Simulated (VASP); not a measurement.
## SbMo (rocksalt type): single point with LDA

SbMo (rocksalt type):

```
CELL_PARAMETERS angstrom
0.00000 2.28476 2.28476
2.28476 0.00000 2.28476
2.28476 2.28476 0.00000
ATOMIC_POSITIONS crystal
Mo 0.00000 0.00000 0.00000
Sb 0.50000 0.50000 0.50000
```

This cell differs from its parent crystal: volume scaled by 0.6.

| Property | Result |
| --- | --- |
| Program | VASP 6.6.1 |
| Task | single point |
| Functional | LDA |
| Potentials or basis | VASP PAW LDA potentials, release 64 (Mo_sv, Sb) |
| Cutoff | 520 eV |
| k mesh | 13 × 13 × 13 |
| Occupations | fermi-dirac, width 0.1 eV |
| Spin | no spin polarisation |
| Dipole correction | no |
| Further INCAR settings | ALGO = Normal; EDIFF = 1e-06; NBANDS = 16 |

The pressure is 230.3 GPa.

Levels at points of the mesh, in eV from the Fermi level:
```tsv
k point	band 7	band 8	band 9	band 10	band 11	band 12	band 13	band 14
(0.00, 0.00, 0.00)	-3.07	-3.07	-1.21	-1.21	3.50	3.50	3.50	4.96
```

Run time: 27 s on 1 thread of Intel Xeon 8259CL (shared host), peak memory 0.15 GiB.

Caveat: spin-orbit coupling is left out, which moves the levels of the heavy elements.
